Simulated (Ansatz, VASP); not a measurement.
BAs: VASP beside Ansatz

```
B As
1.0
     0.00000    2.30711    2.30711
     2.30711    0.00000    2.30711
     2.30711    2.30711    0.00000
B As
1 1
Direct
  0.00000 0.00000 0.00000
  0.50000 0.50000 0.50000
```

Alike in both runs: functional PBE; k mesh 16 × 16 × 16; occupations fermi-dirac, width 0.1 eV; no spin polarisation.

Ansatz relaxed the structure, and its values are those at the end. VASP's run is a single point on that final structure, the one shown.

|  | VASP | Ansatz |
| --- | --- | --- |
| version | VASP 6.6.1 | Ansatz 0.2.0 |
| potentials or method | VASP PAW PBE potentials, release 64 (B, As) | PAW with Ansatz's default frozen-core files, scalar-relativistic |
| plane-wave cutoff (eV) | 520 | 420 |
| valence electrons in the cell | 8 | 18 |

Ansatz gave:

| Quantity | Value |
| --- | --- |
| pressure (GPa) | 0.0 |

Q: Which values does VASP return?

A: Pressure (GPa): 0.3.

VASP's potentials hold 8 valence electrons a cell and Ansatz's 18, so a difference there can come from the potentials and not from the codes.
